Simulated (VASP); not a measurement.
Input of a VASP 6.6.1 run:

File INCAR:

```
SYSTEM = C
PREC     = Accurate       ! precision mode
ENCUT    = 520            ! plane-wave cutoff, eV
EDIFF    = 1E-7           ! SCF threshold, eV
ISMEAR   = 0              ! smearing method
SIGMA    = 0.15           ! smearing width, eV
LREAL    = .FALSE.        ! projectors in reciprocal space
LASPH    = .TRUE.         ! aspherical terms in the spheres
NELM     = 60             ! most SCF steps
ALGO     = Normal         ! electronic algorithm
ISIF     = 2              ! what is computed and relaxed
LWAVE    = .FALSE.        ! write WAVECAR
LCHARG   = .FALSE.        ! write CHGCAR
GGA      = CA             ! functional
NBANDS   = 11             ! bands
```

File KPOINTS:

```
Automatic mesh
0
G
  14 14 8
  0 0 0
```

Contents of POSCAR:

```
C
1.0
    2.0985689080     -1.2116815596      0.0000000000
    2.0985689080      1.2116815596      0.0000000000
   -1.3604316341      0.0000000000      3.4554886561
C
2
Direct
    0.8333560000      0.8333560000      0.0000930000
    0.1666440000      0.1666440000      0.9999070000
```

Potentials or basis: VASP PAW LDA potentials, release 64 (C).

The run is started by

```bash
$ cat potpaw_LDA.64/C/POTCAR > POTCAR
$ mpirun -np 1 vasp_std > vasp.out
```

Task: Estimate the pressure.

Result: 8.3 GPa.

Task: Estimate the largest force.

Result: 0.005 eV/Å.

Stress tensor (GPa, compression positive):
```
12.95  0.00 -0.04
 0.00 12.92  0.00
-0.04  0.00 -1.02
```

Caveat: the stress differs along the axes, from -1 to 13 GPa.
